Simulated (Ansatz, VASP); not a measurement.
## W: VASP beside Ansatz

File INCAR:

```
SYSTEM = W
PREC = Accurate
ENCUT = 520
EDIFF = 1E-6
ISMEAR = 0
SIGMA = 0.15
LREAL = .False.
LASPH = .True.
NELM = 100
ALGO = Fast
ISIF = 2
LWAVE = .False.
LCHARG = .False.
GGA = PS
NBANDS = 13
```

KPOINTS

```
regular mesh
0
Gamma
  20 20 20
  0 0 0
```

POSCAR

```
W
1.0
    0.0000000000      2.0604500000      2.0909000000
    2.0604500000      0.0000000000      2.0909000000
    2.0604500000      2.0604500000      0.0000000000
W
1
Direct
    0.0000000000      0.0000000000      0.0000000000
```

Input for Ansatz:

```yaml
crystal:
  lattice:
    - [0.0, 2.06045, 2.0909]
    - [2.06045, 0.0, 2.0909]
    - [2.06045, 2.06045, 0.0]
  atoms:
    - { symbol: W, position: [0.0, 0.0, 0.0] }
basis:
  ecutwfc: 420
kpoints:
  mp_grid: { grid: [20, 20, 20] }
hamiltonian:
  xc: pbesol
scf:
  occupations: { method: gaussian, width: 0.15 }
output:
  forces: true
  stress: true
  eigenvalues: true
  write_density: true
  write_potential: true
  elf: true
  volumetric_format: npy
```

Change from the starting cell: strain +0.015 along x and y, +0.030 along z, atoms carried along.

Alike in both runs: task single point; functional PBEsol; k mesh 20 × 20 × 20; occupations gaussian, width 0.15 eV; no spin polarisation.

|  | VASP | Ansatz |
| --- | --- | --- |
| version | VASP 6.6.1 | Ansatz 0.2.0 |
| potentials or method | VASP PAW PBE potentials, release 64 (W_sv), cutoff 520 eV | scalar-relativistic, plane waves, PAW |
| valence electrons in the cell | 14 | 14 |

```csv
,VASP,Ansatz,Ansatz less VASP
gap on the k mesh at the Fermi level (eV),none,none,-
pressure (GPa),-25.2,-25.5,-0.30
"traceless stress, the component that is largest in VASP (GPa)",2.77,2.76,-0.006
```

VASP's potentials were made for PBE, not for PBEsol. A gap of «none» marks a metal or a gap that the smearing closes.

Spin-orbit coupling is off throughout.
